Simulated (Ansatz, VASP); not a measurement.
## Bi: VASP beside Ansatz

File INCAR:

```
ALGO = Fast ; EDIFF = 1E-6
ENCUT = 520 ; GGA = PS
ISIF = 2 ; ISMEAR = 0
LASPH = T ; LCHARG = T
LELF = T ; LREAL = F
LVHAR = T ; LWAVE = F
NBANDS = 22 ; NELM = 100
PREC = Accurate ; SIGMA = 0.15
```

File KPOINTS:

```
k-points
0
Gamma
  12 12 12
```

Contents of POSCAR:

```
Bi
1.0
    2.3070946736      1.3320017308      3.8946900000
   -2.3070946736      1.3320017308      3.8946900000
    0.0000000000     -2.6640034616      3.8946900000
Bi
2
Direct
    0.2338900000      0.2338900000      0.2338900000
    0.7661100000      0.7661100000      0.7661100000
```

Input for Ansatz:

```yaml
crystal:
  lattice:
    - [2.3070946736, 1.3320017308, 3.89469]
    - [-2.3070946736, 1.3320017308, 3.89469]
    - [0.0, -2.6640034616, 3.89469]
  atoms:
    - { symbol: Bi, position: [0.23389, 0.23389, 0.23389] }
    - { symbol: Bi, position: [0.76611, 0.76611, 0.76611] }
basis:
  ecutwfc: 420
kpoints:
  mp_grid: { grid: [12, 12, 12] }
hamiltonian:
  xc: pbesol
scf:
  occupations: { method: gaussian, width: 0.15 }
output:
  forces: true
  stress: true
  eigenvalues: true
  write_density: true
  write_potential: true
  elf: true
  volumetric_format: npy
```

Change from the starting cell: strain +0.015 along x and y, -0.015 along z, atoms carried along.

Alike in both runs: task single point; functional PBEsol; k mesh 12 × 12 × 12; occupations gaussian, width 0.15 eV; no spin polarisation.

|  | VASP | Ansatz |
| --- | --- | --- |
| version | VASP 6.6.1 | Ansatz 0.2.0 |
| potentials or method | VASP PAW PBE potentials, release 64 (Bi_d), cutoff 520 eV | scalar-relativistic, plane waves, PAW |
| valence electrons in the cell | 30 | 30 |

VASP gave:

| Property | Result |
| --- | --- |
| gap on the k mesh at the Fermi level (eV) | none |
| pressure (GPa) | -1.5 |
| traceless stress, the component that is largest in VASP (GPa) | 0.73 |
| rms of the force components (eV/Å) | 0.063 |

Task: What did Ansatz give for the same quantities?

Result: gap on the k mesh at the Fermi level (eV): none; pressure (GPa): -1.4; traceless stress, the component that is largest in VASP (GPa): 0.73; rms of the force components (eV/Å): 0.060.

VASP's potentials were made for PBE, not for PBEsol. Atom by atom the forces differ by 0.003 eV/Å (rms over components). A gap of «none» marks a metal or a gap that the smearing closes.

Neither program's run includes spin-orbit coupling.
